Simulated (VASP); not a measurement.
Set up this calculation in VASP 6.6.1, as the native input.

```yaml
Task: single point
Functional: PBEsol
Potentials_or_basis: VASP PAW PBE potentials, release 64 (Sn_d, Se)
Cutoff: 520 eV
k_mesh: 12 × 12 × 12
Occupations: fermi-dirac, width 0.08 eV
Spin: no spin polarisation
Dipole_correction: no
Further_INCAR_settings: ALGO = Normal; EDIFF = 1e-06; NBANDS = 17
```

The structure of SnSe (zincblende type) lies in POSCAR:

```
SnSe
1.0
    0.0000000000      2.9807823379      2.9807823379
    2.9807823379      0.0000000000      2.9807823379
    2.9807823379      2.9807823379      0.0000000000
Sn Se
1 1
Direct
    0.0000000000      0.0000000000      0.0000000000
    0.2500000000      0.2500000000      0.2500000000
```

This cell differs from its parent crystal: volume scaled by 0.72.

One way to write it, as run:

INCAR

```
SYSTEM = SnSe
PREC = Accurate
ENCUT = 520
EDIFF = 1E-6
ISMEAR = -1
SIGMA = 0.08
LREAL = .False.
LASPH = .True.
NELM = 60
ALGO = Normal
ISIF = 2
LWAVE = .False.
LCHARG = .False.
GGA = PS
NBANDS = 17
```

KPOINTS

```
Automatic mesh
0
Gamma
  12 12 12
  0 0 0
```

Potentials or basis: VASP PAW PBE potentials, release 64 (Sn_d, Se).

Launch:

```console
$ cat potpaw_PBE.64/Sn_d/POTCAR potpaw_PBE.64/Se/POTCAR > POTCAR
$ mpirun -np 1 vasp_std > vasp.out
```

Results of the run:

```json
{"Pressure": "19.4 GPa", "Band gap on the k mesh": "zero (band 10 reaches 7.21 eV, above the bottom of band 11 at 5.62 eV)"}
```

Caveat: the PAW data sets were made with another functional, which shifts forces and pressure a little; spin-orbit coupling is left out, which moves the levels of the heavy elements.

It took 37 s on 1 thread of Intel Xeon 6975P-C, with other jobs on the host, peak memory 0.22 GiB.
